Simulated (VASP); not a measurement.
A run of VASP 6.6.1 is set up as follows.

INCAR

```
SYSTEM = HfN
ALGO     = Normal         ! electronic algorithm
EDIFF    = 1E-7           ! SCF threshold, eV
ENCUT    = 520            ! plane-wave cutoff, eV
GGA      = CA             ! functional
ISIF     = 2              ! what is computed and relaxed
ISMEAR   = 1              ! smearing method
LASPH    = .True.         ! aspherical terms in the spheres
LCHARG   = .True.         ! write CHGCAR
LELF     = .True.         ! ELF
LREAL    = .False.        ! projectors in reciprocal space
LVHAR    = .True.       
LWAVE    = .False.        ! write WAVECAR
NBANDS   = 14             ! bands
NELM     = 60             ! most SCF steps
PREC     = Accurate       ! precision mode
SIGMA    = 0.05           ! smearing width, eV
```

Contents of KPOINTS:

```
k-points
0
Gamma
  11 11 11
  0 0 0
```

The input POSCAR:

```
HfN
1.0
    0.0000000000      2.4141698833      2.4141698833
    2.4141698833      0.0000000000      2.4141698833
    2.4141698833      2.4141698833      0.0000000000
Hf N
1 1
Direct
    0.0000000000      0.0000000000      0.0000000000
    0.7500000000      0.7500000000      0.7500000000
```

Potentials or basis: VASP PAW LDA potentials, release 64 (Hf_pv, N).

The run is started by

```bash
$ cat potpaw_LDA.64/Hf_pv/POTCAR potpaw_LDA.64/N/POTCAR > POTCAR
$ mpirun -np 1 vasp_std > vasp.out
```

Task: What does it give for the pressure?

Result: -0.2 GPa.
